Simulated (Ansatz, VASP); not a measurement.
LaAl4Cl3: VASP beside Ansatz

Contents of INCAR:

```
SYSTEM = LaAl4Cl3
  ALGO = Normal
  EDIFF = 1E-6
  ENCUT = 520
  GGA = PE
  ISIF = 2
  ISMEAR = 0
  LASPH = .TRUE.
  LCHARG = .FALSE.
  LREAL = .FALSE.
  LWAVE = .FALSE.
  NBANDS = 32
  NELM = 80
  PREC = Accurate
  SIGMA = 0.1
```

Contents of KPOINTS:

```
k-points
0
G
  6 6 2
  0 0 0
```

POSCAR

```
LaAl4Cl3
1.0
    4.8236844600      0.0000000000      0.0000000000
   -2.4118422300      4.1774332800      0.0000000000
    0.0000000000      0.0000000000     10.5651112300
La Al Cl
1 4 3
Direct
    0.0000000000      0.0000000000      0.5000000000
    0.3333333300      0.6666666700      0.0000000000
    0.6666666700      0.3333333300      0.0000000000
    0.3333333300      0.6666666700      0.5000000000
    0.6666666700      0.3333333300      0.5000000000
    0.0000000000      0.0000000000      0.0000000000
    0.0000000000      0.0000000000      0.2333299800
    0.0000000000      0.0000000000      0.7666700200
```

Input for Ansatz:

```yaml
crystal:
  lattice:
    - [4.82368446, 0.0, 0.0]
    - [-2.41184223, 4.17743328, 0.0]
    - [0.0, 0.0, 10.56511123]
  atoms:
    - { symbol: La, position: [0.0, 0.0, 0.5] }
    - { symbol: Al, position: [0.33333333, 0.66666667, 0.0] }
    - { symbol: Al, position: [0.66666667, 0.33333333, 0.0] }
    - { symbol: Al, position: [0.33333333, 0.66666667, 0.5] }
    - { symbol: Al, position: [0.66666667, 0.33333333, 0.5] }
    - { symbol: Cl, position: [0.0, 0.0, 0.0] }
    - { symbol: Cl, position: [0.0, 0.0, 0.23332998] }
    - { symbol: Cl, position: [0.0, 0.0, 0.76667002] }
basis:
  ecutwfc: 420
kpoints:
  mp_grid: { grid: [6, 6, 2] }
hamiltonian:
  xc: pbe
scf:
  occupations: { method: gaussian, width: 0.1 }
  lower_state_search: "off"
output:
  forces: true
  stress: true
  eigenvalues: true
```

Alike in both runs: task single point; functional PBE; k mesh 6 × 6 × 2; occupations gaussian, width 0.1 eV; no spin polarisation.

```csv
,VASP,Ansatz
version,VASP 6.6.1,Ansatz 0.2.0
potentials or method,"VASP PAW PBE potentials, release 64 (La, Al, Cl), cutoff 520 eV","scalar-relativistic, plane waves, PAW"
valence electrons in the cell,44,44
```

```csv
,VASP,Ansatz,Ansatz less VASP
gap on the k mesh at the Fermi level (eV),none,none,-
pressure (GPa),8.8,8.8,+0.04
"traceless stress, the component that is largest in VASP (GPa)",1.56,1.56,-0.003
rms of the force components (eV/Å),0.747,0.743,-0.0042
```

Atom by atom the forces differ by 0.004 eV/Å (rms over components). A gap of «none» marks a metal or a gap that the smearing closes.

Neither program's run includes spin-orbit coupling.
